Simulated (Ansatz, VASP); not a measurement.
**AlH4: VASP beside Ansatz**

```xyz
5
Lattice="3.3909 0.0000 0.0000 0.0000 3.3909 0.0000 0.0000 0.0000 3.3909" Properties=species:S:1:pos:R:3 pbc="T T T"
Al    0.0000    0.0000    0.0000
H     1.6954    0.0000    0.0000
H     0.0000    1.6954    0.0000
H     0.0000    0.0000    1.6954
H     1.6954    1.6954    1.6954
```

Alike in both runs: task relaxation of cell and atoms; functional PBE; k mesh 6 × 6 × 6; occupations gaussian, width 0.1 eV; no spin polarisation.

|  | VASP | Ansatz |
| --- | --- | --- |
| version | VASP 6.6.1 | Ansatz 0.2.0 |
| potentials or method | VASP PAW PBE potentials, release 64 (Al, H), cutoff 600 eV | scalar-relativistic, plane waves, PAW |
| valence electrons in the cell | 7 | 7 |

```tsv
	VASP	Ansatz	Ansatz less VASP
gap on the k mesh at the Fermi level, each at its own relaxed structure (eV)	none	none	-
relaxed volume (Å³/atom)	7.80	7.77	-0.032
relaxed cell length with the largest relative difference (Å)	3.391	3.386	-0.0047
```

A gap of «none» marks a metal or a gap that the smearing closes.

Noted on VASP's run: the relaxation stopped at its first step, so nothing moved.
